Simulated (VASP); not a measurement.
Set up this calculation in VASP 6.6.1, as the native input.

- Task: single point
- Functional: LDA
- Potentials or basis: VASP PAW LDA potentials, release 64 (Mg)
- Cutoff: 520 eV
- k mesh: 16 × 16 × 16
- Occupations: fermi-dirac, width 0.15 eV
- Spin: no spin polarisation
- Dipole correction: no
- Further INCAR settings: ALGO = Fast; EDIFF = 1e-06; NBANDS = 7

The structure of Mg lies in POSCAR:

```
Mg
1.0
   -1.7820420158      1.7820420158      1.7039518613
    1.7820420158     -1.7820420158      1.7039518613
    1.7820420158      1.7820420158     -1.7039518613
Mg
1
Direct
    0.0000000000      0.0000000000      0.0000000000
```

One way to write it, as run:

INCAR

```
SYSTEM = Mg
  PREC = Accurate
  ENCUT = 520
  EDIFF = 1E-6
  ISMEAR = -1
  SIGMA = 0.15
  LREAL = .False.
  LASPH = .True.
  NELM = 100
  ALGO = Fast
  ISIF = 2
  LWAVE = .False.
  LCHARG = .False.
  NBANDS = 7
```

KPOINTS

```
Automatic mesh
0
Gamma
  16 16 16
  0 0 0
```

Potentials or basis: VASP PAW LDA potentials, release 64 (Mg).

Run with:

```bash
$ cat potpaw_LDA.64/Mg/POTCAR > POTCAR
$ mpirun -np 1 vasp_std > vasp.out
```

It gave:

```json
{
 "Pressure": "-0.3 GPa",
 "Band gap on the k mesh": "zero (bands 1 and 2 overlap by 4.79 eV)"
}
```

Run time: 14 s on 1 thread of Intel(R) Xeon(R) Platinum 8488C (Sapphire Rapids) (shared host), peak memory 0.17 GiB.
